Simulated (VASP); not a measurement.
Write the native input for VASP 6.6.1 that does the following.

```yaml
Task: single point
Functional: PBE
Potentials_or_basis: VASP PAW PBE potentials, release 64 (In_d)
Cutoff: 520 eV
k_mesh: 13 × 13 × 13
Occupations: fermi-dirac, width 0.05 eV
Spin: no spin polarisation
Dipole_correction: no
Further_INCAR_settings: ALGO = Normal; EDIFF = 1e-07; NBANDS = 20
```

The structure of In lies in POSCAR:

```
In
1.0
   -2.7690201724      2.7690201724      1.4631125976
    2.7690201724     -2.7690201724      1.4631125976
    2.7690201724      2.7690201724     -1.4631125976
In
2
Direct
   -0.3750000000     -0.1250000000     -0.2500000000
    0.3750000000      0.1250000000      0.2500000000
```

The input as run:

INCAR

```
PREC     = Accurate       # precision mode
ENCUT    = 520            # plane-wave cutoff, eV
EDIFF    = 1E-7           # SCF threshold, eV
ISMEAR   = -1             # smearing method
SIGMA    = 0.05           # smearing width, eV
LREAL    = False          # projectors in reciprocal space
LASPH    = True           # aspherical terms in the spheres
NELM     = 80             # most SCF steps
ALGO     = Normal         # electronic algorithm
ISIF     = 2              # what is computed and relaxed
LWAVE    = False          # write WAVECAR
LCHARG   = False          # write CHGCAR
GGA      = PE             # functional
NBANDS   = 20             # bands
```

KPOINTS

```
regular mesh
0
Gamma
  13 13 13
```

Potentials or basis: VASP PAW PBE potentials, release 64 (In_d).

Launch:

```console
$ cat potpaw_PBE.64/In_d/POTCAR > POTCAR
$ mpirun -np 1 vasp_std > vasp.out
```

Results of the run:

* Pressure: 15.4 GPa
* Band gap on the k mesh: zero (bands 13 and 14 overlap by 6.91 eV)

Caveat: the cell stands under pressure; spin-orbit coupling is left out, which moves the levels of the heavy elements.

Run time: 100 s on 1 thread of AMD EPYC 9R45 96-Core Processor (Zen 5), with other jobs on the host, peak memory 0.24 GiB.
